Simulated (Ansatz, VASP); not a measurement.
SnO2: VASP beside Ansatz

```xyz
6
Lattice="4.8277 0.0000 0.0000 0.0000 4.8277 0.0000 0.0000 0.0000 3.2380" Properties=species:S:1:pos:R:3 pbc="T T T"
Sn    0.0000    0.0000    0.0000
Sn    2.4139    2.4139    1.6190
O     1.5244    1.5244    0.0000
O     0.9778    3.9382    1.6190
O     3.3917    3.3917    0.0000
O     3.9382    0.9778    1.6190
```

Change from the starting cell: all O atoms moved +0.062 Å, as atom 3 towards its neighbour atom 5 (O) at 2.641 Å.

Alike in both runs: task single point; functional PBE; k mesh 6 × 6 × 8; occupations gaussian, width 0.05 eV; no spin polarisation.

|  | VASP | Ansatz |
| --- | --- | --- |
| version | VASP 6.6.1 | Ansatz 0.2.0 |
| potentials or method | VASP PAW PBE potentials, release 64 (Sn_d, O), cutoff 520 eV | scalar-relativistic, plane waves, PAW |
| valence electrons in the cell | 52 | 52 |

Ansatz gave:

- gap on the k mesh at the Fermi level (eV): 0.69
- least direct gap on the mesh (eV): 0.69
- pressure (GPa): 0.4
- traceless stress, the component that is largest in VASP (GPa): 0.53
- rms of the force components (eV/Å): 0.366

Q: What did VASP give for the same quantities?

A: gap on the k mesh at the Fermi level (eV): 0.67; least direct gap on the mesh (eV): 0.67; pressure (GPa): 1.0; traceless stress, the component that is largest in VASP (GPa): 0.52; rms of the force components (eV/Å): 0.377.

Atom by atom the forces differ by 0.013 eV/Å (rms over components).
